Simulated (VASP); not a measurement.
## LiH (zincblende type): single point with PBE

LiH (zincblende type):

```xyz
2
Lattice="0.0000 2.1159 2.1159 2.1159 0.0000 2.1159 2.1159 2.1159 0.0000" Properties=species:S:1:pos:R:3 pbc="T T T"
Li    0.0000    0.0000    0.0000
H     1.0579    1.0579    1.0579
```

| Property | Result |
| --- | --- |
| Program | VASP 6.6.1 |
| Task | single point |
| Functional | PBE |
| Potentials or basis | VASP PAW PBE potentials, release 64 (Li_sv, H) |
| Cutoff | 520 eV |
| k mesh | 13 × 13 × 13 |
| Occupations | fermi-dirac, width 0.05 eV |
| Spin | no spin polarisation |

```json
{"Band gap on the k mesh": "4.39 eV (least direct gap 5.38 eV)"}
```

Levels at points of the mesh, in eV from the valence-band top:
| k point | band 1 | band 2 | band 3 | band 4 | band 5 | band 6 | band 7 |
| --- | --- | --- | --- | --- | --- | --- | --- |
| (0.00, 0.00, 0.00) | -43.22 | -3.75 | 13.50 | 17.74 | 17.74 | 17.74 | 20.34 |

It took 17 s on 1 thread of Intel Xeon 8259CL (shared host), peak memory 0.14 GiB.

Caveat: an odd mesh through Γ misses points on the zone boundary, where band edges can lie.
